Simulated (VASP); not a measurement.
# PbI2 (P-3m1) in VASP: notebook

The runs below take PbI2 through single point, with PBE.

Program: VASP 6.6.1. These are calculated values, not measurements. Logs are shortened: lines on timing, memory, paths and dates and some standing lists are left out, and cuts for length are marked.

### Step 1. The cell of the first run

It takes space group P-3m1 (No. 164, trigonal). Conventional cell: a = 4.573 Å, b = 4.573 Å, c = 7.085 Å, α = 90.00°, β = 90.00°, γ = 120.00°. Pb (site symmetry -3m) has 6 I at 3.25 Å within 4.3 Å. I (site symmetry 3m) has 3 Pb at 3.25 Å and 3 I at 4.23 Å within 4.3 Å.

### Step 2. Single point, PBE (42.76 Å³/atom)

INCAR reads:

```
PREC = Accurate ; ENCUT = 500
EDIFF = 1E-6 ; ISMEAR = 0
SIGMA = 0.02 ; LREAL = F
LASPH = T ; NELM = 120
ALGO = Normal ; ISIF = 2
LWAVE = F ; LCHARG = F
GGA = PE ; NBANDS = 21
GGA_COMPAT = F
```

KPOINTS reads:

```
regular mesh
0
Gamma
  6 6 4
```

POSCAR reads:

```
PbI2
1.0
    4.5725681461      0.0000000000      0.0000000000
   -2.2862840731      3.9599601750      0.0000000000
    0.0000000000      0.0000000000      7.0848709417
Pb I
1 2
Direct
    0.0000000000      0.0000000000      0.0000000000
    0.3333333333      0.6666666667      0.2668807317
    0.6666666667      0.3333333333      0.7331192683
```

Potentials or basis: VASP PAW PBE potentials, release 64 (Pb_d, I).

Started as:

```sh
> cat potpaw_PBE.64/Pb_d/POTCAR potpaw_PBE.64/I/POTCAR > POTCAR
> mpirun -np 1 vasp_std > vasp.out
```

OUTCAR:

```text
PREC = Accurate
   ENCUT = 500
   EDIFF = 1E-6
   ISMEAR = 0
   LREAL = F
   LASPH = T
   NELM = 120
   ISIF = 2
   GGA = PE

 ion  position               nearest neighbor table
   1  0.000  0.000  0.000-   2 3.25   3 3.25   2 3.25   3 3.25   3 3.25   2 3.25
   2  0.333  0.667  0.267-   1 3.25   1 3.25   1 3.25
   3  0.667  0.333  0.733-   1 3.25   1 3.25   1 3.25

  LATTYP: Found a hexagonal cell.
 ALAT       =     4.5725681461
 C/A-ratio  =     1.5494292737

  Lattice vectors:

 A1 = (   4.5725681461,   0.0000000000,   0.0000000000)
 A2 = (  -2.2862840731,   3.9599601750,   0.0000000000)
 A3 = (   0.0000000000,   0.0000000000,   7.0848709417)

Analysis of symmetry for initial positions (statically):
=====================================================================
 Subroutine PRICEL returns:
 Original cell was already a primitive cell.

 Routine SETGRP: Setting up the symmetry group for a
 hexagonal supercell.

 Subroutine GETGRP returns: Found 12 space group operations
 (whereof 12 operations were pure point group operations)
 out of a pool of 24 trial point group operations.

The static configuration has the point symmetry D_3d.

Analysis of symmetry for dynamics (positions and initial velocities):
=====================================================================
 Subroutine PRICEL returns:
 Original cell was already a primitive cell.

 Routine SETGRP: Setting up the symmetry group for a
 hexagonal supercell.

 Subroutine GETGRP returns: Found 12 space group operations
 (whereof 12 operations were pure point group operations)
 out of a pool of 24 trial point group operations.

The dynamic configuration has the point symmetry D_3d.

 Subroutine INISYM returns: Found 12 space group operations
 (whereof 12 operations are pure point group operations),
 and found     1 'primitive' translations

----------------------------------------------------------------------------------------

                                     Primitive cell

  volume of cell :     128.2871

  direct lattice vectors                    reciprocal lattice vectors
     4.572568146  0.000000000  0.000000000     0.218695483  0.126263896  0.000000000
    -2.286284073  3.959960175  0.000000000     0.000000000  0.252527792  0.000000000
     0.000000000  0.000000000  7.084870942     0.000000000  0.000000000  0.141145831

  length of vectors
     4.572568146  4.572568146  7.084870942     0.252527792  0.252527792  0.141145831

  position of ions in fractional coordinates (direct lattice)
     0.000000000  0.000000000  0.000000000
     0.333333333  0.666666667  0.266880732
     0.666666667  0.333333333  0.733119268

  ion indices of the primitive-cell ions
   primitive index   ion index
                 1           1
                 2           2
                 3           3

----------------------------------------------------------------------------------------

 KPOINTS: regular mesh

Automatic generation of k-mesh.
 Grid dimensions read from file:
 generate k-points for:    6    6    4

 Generating k-lattice:

  Cartesian coordinates                     Fractional coordinates (reciprocal lattice)
     0.036449247  0.021043983  0.000000000     0.166666667  0.000000000  0.000000000
     0.000000000  0.042087965  0.000000000     0.000000000  0.166666667  0.000000000
     0.000000000  0.000000000  0.035286458     0.000000000  0.000000000  0.250000000

  Length of vectors
     0.042087965  0.042087965  0.035286458

  Shift w.r.t. Gamma in fractional coordinates (k-lattice)
     0.000000000  0.000000000  0.000000000

 Subroutine IBZKPT returns following result:
 ===========================================

 Found     24 irreducible k-points:

 Following reciprocal coordinates:
            Coordinates               Weight
  0.000000  0.000000  0.000000      1.000000
  0.166667  0.000000  0.000000      6.000000
  0.333333  0.000000  0.000000      6.000000
  0.500000  0.000000  0.000000      3.000000
  0.166667  0.166667  0.000000      6.000000
  0.333333  0.166667  0.000000     12.000000
[... 16 lines left out ...]
  0.333333  0.166667  0.500000     12.000000
  0.333333  0.333333  0.500000      2.000000
   k-points           NKPTS =     24   k-points in BZ     NKDIM =     24   number of bands    NBANDS=     21
   number of dos      NEDOS =    301   number of ions     NIONS =      3
   total plane-waves  NPLWV =  69984
   dimension x,y,z NGX =    36 NGY =   36 NGZ =   54
   dimension x,y,z NGXF=    72 NGYF=   72 NGZF=  108
   ions per type =               1   2
   NGX,Y,Z   is equivalent  to a cutoff of  13.09, 13.09, 12.67 a.u.
   NGXF,Y,Z  is equivalent  to a cutoff of  26.18, 26.18, 25.34 a.u.
 SYSTEM =  unknown system
   PREC   = accura    normal or accurate (medium, high low for compatibility)
   ISTART =      0    job   : 0-new  1-cont  2-samecut
   ICHARG =      2    charge: 1-file 2-atom 10-const
   ISPIN  =      1    spin polarized calculation?
   LNONCOLLINEAR =      F non collinear calculations
   LSORBIT =      F    spin-orbit coupling
   LASPH  =      T    aspherical Exc in radial PAW
   ENCUT  =  500.0 eV  36.75 Ry    6.06 a.u.   8.34  8.34 12.92*2*pi/ulx,y,z
   NELM   =    120;   NELMIN=  2; NELMDL= -5     # of ELM steps
   EDIFF  = 0.1E-05   stopping-criterion for ELM
   LREAL  =      F    real-space projection
   EDIFFG = 0.1E-04   stopping-criterion for IOM
   NSW    =      0    number of steps for IOM
   IBRION =     -1    ionic relax: 0-MD 1-quasi-New 2-CG
   NFREE  =      0    steps in history (QN), initial steepest desc. (CG)
   ISIF   =      2    stress and relaxation
   ISYM   =      2    0-nonsym 1-usesym 2-fastsym
   POTIM  = 0.5000    time-step for ionic-motion
   TEBEG  =    0.0;   TEEND  =   0.0 temperature during run
   PSTRESS=    0.0 pullay stress
   NELECT =      28.0000    total number of electrons
   NUPDOWN=      -1.0000    fix difference up-down
   EMIN   =  10.00;   EMAX   =-10.00  energy-range for DOS
   EFERMI =   0.00;   METHOD = LEGACY
   ISMEAR =     0;   SIGMA  =   0.02  broadening in eV -4-tet -1-fermi 0-gaus
   EFERMI_NEDOS =   21; number of points for ismear=-14 and -15
   IALGO  =     38    algorithm
   IMIX   =      4    mixing-type and parameters
     AMIX     =   0.40;   BMIX     =  1.00
     AMIX_MAG =   1.60;   BMIX_MAG =  1.00
  volume/ion in A,a.u.               =      42.76       288.57
  Fermi-wavevector in a.u.,A,eV,Ry     =   0.985674  1.862653 13.218778  0.971553
  Thomas-Fermi vector in A             =   2.116998
   LORBIT       =      0    0 simple, 1 ext, 2 COOP (PROOUT), +10 PAW based schemes
   GGA     = PE    functional components
   LHFCALC =     F    Hartree Fock is set to
   AEXX    =    0.0000 exact exchange contribution
   IVDW    =     0    specifies the selected vdW correction
   LEPSILON=     F    determine dielectric tensor
   LRPA    =     F    only Hartree local field effects (RPA)
 non-spin polarized calculation
 Gauss-broadening in eV      SIGMA  =   0.02
  energy-cutoff  :      500.00
  volume of cell :      128.29
 maximum number of plane-waves:      3276
 NGX is ok and might be reduce to    36
   NGX = 17   NGY = 17   NGZ = 25

 number of electron      28.0000000 magnetization

 Free energy of the ion-electron system (eV)
  ---------------------------------------------------
  ext. energy  EPLUGINS =         0.00000000
  ---------------------------------------------------
  free energy    TOTEN  =        -8.57849065 eV

  energy without entropy =       -8.57849065  energy(sigma->0) =       -8.57849065

 E-fermi :   2.5623     XC(G=0):  -8.0363

 val. band max:        2.4647204706   @ k =   0.0000   0.0000   0.5000
 cond. band min:       4.7063227365   @ k =   0.0000   0.0000   0.5000
 fundamental gap:      2.2416022659
 Fermi energy:         2.5623347168

 k-point     1 :       0.0000    0.0000    0.0000
  band No.  band energies     occupation
      1     -13.6832      2.00000
      2     -13.6831      2.00000
      3     -13.6700      2.00000
      4     -13.6639      2.00000
      5     -13.6639      2.00000
      6      -9.6394      2.00000
[... 13 lines left out ...]
     20      10.2971      0.00000
     21      10.3803      0.00000

 k-point     2 :       0.1667    0.0000    0.0000
  band No.  band energies     occupation
      1     -13.6912      2.00000
      2     -13.6797      2.00000
      3     -13.6679      2.00000
      4     -13.6654      2.00000
      5     -13.6629      2.00000
      6      -9.5215      2.00000
[... 13 lines left out ...]
     20       9.8290      0.00000
     21      10.4875      0.00000

 k-point     3 :       0.3333    0.0000    0.0000
  band No.  band energies     occupation
      1     -13.7092      2.00000
      2     -13.6761      2.00000
      3     -13.6709      2.00000
      4     -13.6593      2.00000
      5     -13.6577      2.00000
      6      -9.2344      2.00000
[... 13 lines left out ...]
     20      10.6957      0.00000
     21      11.2889      0.00000

 k-point     4 :       0.5000    0.0000    0.0000
  band No.  band energies     occupation
      1     -13.7185      2.00000
      2     -13.6757      2.00000
      3     -13.6725      2.00000
      4     -13.6558      2.00000
      5     -13.6537      2.00000
      6      -9.0254      2.00000
[... 13 lines left out ...]
     20      11.4465      0.00000
     21      12.1550      0.00000

 k-point     5 :       0.1667    0.1667    0.0000
  band No.  band energies     occupation
      1     -13.7014      2.00000
      2     -13.6799      2.00000
      3     -13.6675      2.00000
      4     -13.6648      2.00000
      5     -13.6581      2.00000
      6      -9.3168      2.00000
[... 13 lines left out ...]
     20      10.4251      0.00000
     21      11.1295      0.00000
[... 382 lines left out ...]
     20      10.6057      0.00000
     21      11.3183      0.00000

 k-point    22 :       0.1667    0.1667    0.5000
  band No.  band energies     occupation
      1     -13.7016      2.00000
      2     -13.6799      2.00000
      3     -13.6676      2.00000
      4     -13.6648      2.00000
      5     -13.6581      2.00000
      6      -9.1895      2.00000
[... 13 lines left out ...]
     20      10.0849      0.00000
     21      10.3265      0.00000

 k-point    23 :       0.3333    0.1667    0.5000
  band No.  band energies     occupation
      1     -13.7109      2.00000
      2     -13.6826      2.00000
      3     -13.6689      2.00000
      4     -13.6593      2.00000
      5     -13.6550      2.00000
      6      -8.9696      2.00000
[... 13 lines left out ...]
     20      10.5904      0.00000
     21      10.7270      0.00000

 k-point    24 :       0.3333    0.3333    0.5000
  band No.  band energies     occupation
      1     -13.6985      2.00000
      2     -13.6985      2.00000
      3     -13.6619      2.00000
      4     -13.6619      2.00000
      5     -13.6576      2.00000
      6      -8.8691      2.00000
[... 13 lines left out ...]
     20      10.1947      0.00000
     21      10.6183      0.00000

------------------------ aborting loop because EDIFF is reached ----------------------------------------

  FORCE on cell =-STRESS in cart. coord.  units (eV):
  Direction    XX          YY          ZZ          XY          YZ          ZX
  --------------------------------------------------------------------------------------
  -------------------------------------------------------------------------------------
  Total        0.8056073      0.8056073      0.7186234     -0.0000000     -0.0000000      0.0000000
  in kB       10.0612287     10.0612287      8.9748865     -0.0000000     -0.0000000      0.0000000
  external PRESSURE =       9.6991146 kB  Pullay stress =       0.0000000 kB

 VOLUME and BASIS-vectors are now :
 -----------------------------------------------------------------------------
  energy-cutoff  :      500.00
  volume of cell :      128.29
      direct lattice vectors                 reciprocal lattice vectors
     4.572568146  0.000000000  0.000000000     0.218695483  0.126263896  0.000000000
    -2.286284073  3.959960175  0.000000000     0.000000000  0.252527792  0.000000000
     0.000000000  0.000000000  7.084870942     0.000000000  0.000000000  0.141145831

 POSITION                                       TOTAL-FORCE (eV/Angst)
 -----------------------------------------------------------------------------------
      0.00000      0.00000      0.00000         0.000000      0.000000      0.000000
     -0.00000      2.63997      1.89082        -0.000000     -0.000000     -0.005153
      2.28628      1.31999      5.19406         0.000000      0.000000      0.005153
 -----------------------------------------------------------------------------------
    total drift:                                0.000000      0.000000     -0.000000

  FREE ENERGIE OF THE ION-ELECTRON SYSTEM (eV)
  ---------------------------------------------------
  free  energy   TOTEN  =        -8.5784906453 eV

  energy  without entropy=       -8.5784906453  energy(sigma->0) =       -8.57849065
```

Wall time 24 s (1 thread of Intel Xeon 6975P-C (Granite Rapids), shared host); peak memory 0.26 GiB.

What came out:

```yaml
Free_energy: -8.5785 eV
Pressure: 1.0 GPa
Largest_force: 0.005 eV/Å
Band_gap_on_the_k_mesh: 2.24 eV
```

Forces in eV/Å, atoms in the order of the input:
```
Pb   0.000  0.000  0.000
I    0.000  0.000 -0.005
I    0.000  0.000  0.005
```

Caveat: spin-orbit coupling is left out, which moves the levels of the heavy elements; this functional lacks dispersion, which binds layers or chains, so the pressure and a relaxed spacing across them are unreliable. A k mesh can miss the band edges.

(Continued in part 2 of 2.)
